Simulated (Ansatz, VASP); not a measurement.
One calculation of TaN, two programs

INCAR

```
SYSTEM = TaN
PREC     = Accurate       ! precision mode
ENCUT    = 520            ! plane-wave cutoff, eV
EDIFF    = 1E-6           ! SCF threshold, eV
ISMEAR   = -1             ! smearing method
SIGMA    = 0.02           ! smearing width, eV
LREAL    = .False.        ! projectors in reciprocal space
LASPH    = .True.         ! aspherical terms in the spheres
NELM     = 60             ! most SCF steps
ALGO     = Normal         ! electronic algorithm
ISIF     = 2              ! what is computed and relaxed
LWAVE    = .False.        ! write WAVECAR
LCHARG   = .True.         ! write CHGCAR
GGA      = PE             ! functional
LELF     = .True.         ! ELF
LVHAR    = .True.       
NBANDS   = 15             ! bands
```

Contents of KPOINTS:

```
regular mesh
0
Gamma
  11 11 11
  0 0 0
```

The input POSCAR:

```
TaN
1.0
    0.0000000000      2.2085294952      2.2085294952
    2.2085294952      0.0000000000      2.2085294952
    2.2085294952      2.2085294952      0.0000000000
Ta N
1 1
Direct
    0.5000000000      0.5000000000      0.5000000000
    0.0000000000      0.0000000000      0.0000000000
```

Input for Ansatz:

```yaml
crystal:
  lattice:
    - [0.0, 2.2085294952, 2.2085294952]
    - [2.2085294952, 0.0, 2.2085294952]
    - [2.2085294952, 2.2085294952, 0.0]
  atoms:
    - { symbol: Ta, position: [0.5, 0.5, 0.5] }
    - { symbol: "N", position: [0.0, 0.0, 0.0] }
kpoints:
  mp_grid: { grid: [11, 11, 11] }
  band_path:
    path:
      - [0.0, 0.0, 0.0]
      - [0.5, 0.0, 0.5]
      - [0.625, 0.25, 0.625]
      - [0.375, 0.375, 0.75]
      - [0.0, 0.0, 0.0]
      - [0.5, 0.5, 0.5]
      - [0.5, 0.25, 0.75]
      - [0.5, 0.0, 0.5]
    npoints: 14
scf:
  occupations: { method: fermi_dirac, width: 0.02 }
hamiltonian:
  xc: pbe
  pseudopotentials: { kind: all_electron, lapw: { basis_error: 0.0005 } }
output:
  forces: true
  stress: true
  eigenvalues: true
  populations: true
```

Alike in both runs: task single point; functional PBE; k mesh 11 × 11 × 11; occupations fermi-dirac, width 0.02 eV; no spin polarisation.

|  | VASP | Ansatz |
| --- | --- | --- |
| version | VASP 6.6.1 | Ansatz 0.2.0 |
| potentials or method | VASP PAW PBE potentials, release 64 (Ta_pv, N), cutoff 520 eV | all-electron LAPW, scalar-relativistic |

Ansatz gave:

```
pressure (GPa) : 0.1
```

**Question.** Which values does VASP return?

**Answer.** Pressure (GPa): 0.8.

Ansatz ran all-electron here, and VASP with PAW potentials.

Spin-orbit coupling is off throughout.
